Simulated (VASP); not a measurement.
CsNa3, 4 atoms in the cell. It takes space group Fm-3m (No. 225, cubic). Conventional cell: a = 9.462 Å, b = 9.462 Å, c = 9.462 Å, α = 90.00°, β = 90.00°, γ = 90.00°. Cs (site symmetry m-3m) has 14 Na at 4.10 to 4.73 Å within 5.4 Å. Na (site symmetry -43m) has 4 Cs at 4.10 Å and 10 Na at 4.10 to 4.73 Å within 5.4 Å. Within 5.4 Å of Na (site symmetry m-3m) lie 8 Na at 4.10 Å and 6 Cs at 4.73 Å. 

| Quantity | Value |
| --- | --- |
| Program | VASP 6.6.1 |
| Task | single point |
| Functional | PBEsol |
| Dispersion | D3(BJ) |
| Potentials or basis | VASP PAW PBE potentials, release 64 (Cs_sv, Na_pv) |
| Cutoff | 520 eV |
| k mesh | 3 × 3 × 3 |
| Occupations | gaussian, width 0.15 eV |
| Spin | no spin polarisation |
| Dipole correction | no |
| Further INCAR settings | ALGO = Normal; EDIFF = 1e-06; NBANDS = 23 |

Potentials or basis: VASP PAW PBE potentials, release 64 (Cs_sv, Na_pv).

Run with:

```sh
$ cat potpaw_PBE.64/Cs_sv/POTCAR potpaw_PBE.64/Na_pv/POTCAR > POTCAR
$ mpirun -np 1 vasp_std > vasp.out
```

Hardware: 1 thread of Intel Xeon 6975P-C, with other jobs on the host.

Question: Estimate the wall time of this run.

Answer: It took 24 s on 1 thread of Intel Xeon 6975P-C, with other jobs on the host, peak memory 0.34 GiB. Counts: scf iterations 11, k points 4.
